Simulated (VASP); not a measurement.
BaP2C2:

```
CELL_PARAMETERS angstrom
0.00000 3.71720 0.00000
3.71720 0.00000 0.00000
1.85860 1.85860 -5.92152
ATOMIC_POSITIONS crystal
P 0.35230 0.35230 0.29540
P 0.64770 0.64770 0.70460
C 0.75000 0.25000 0.50000
C 0.25000 0.75000 0.50000
Ba 0.00000 0.00000 0.00000
```

| Item | Value |
| --- | --- |
| Program | VASP 6.6.1 |
| Task | relaxation of the atoms |
| Functional | PBE |
| Potentials or basis | VASP PAW PBE potentials, release 64 (P, C, Ba_sv) |
| Cutoff | 520 eV |
| k mesh | 7 × 7 × 7 |
| Occupations | fermi-dirac, width 0.1 eV |
| Spin | no spin polarisation |

At the start: pressure -3.2 GPa; volume 16.36 Å³/atom.

**Question.** How do energy, volume and symmetry change on relaxing?

**Answer.** Over 5 steps the energy falls by 683.6 meV/atom; space group I4/mmm (No. 139, to 0.05 Å).

The path:
```csv
step,energy change (eV),largest force (eV/Å),pressure (GPa)
1,0.0000,4.6053,-3.18
2,-1.9891,3.8975,-6.00
3,-2.7816,2.3144,3.82
4,-3.4065,0.3299,-1.08
5,-3.4181,0.0285,-1.74
```

Final structure:
```
P C Ba
1.0
     0.00000    3.71720    0.00000
     3.71720    0.00000    0.00000
     1.85860    1.85860   -5.92152
P C Ba
2 2 1
Cartesian
  1.8586 1.8586 -2.3515
  3.7172 3.7172 -3.5700
  1.8586 3.7172 -2.9608
  3.7172 1.8586 -2.9608
  0.0000 0.0000 0.0000
```
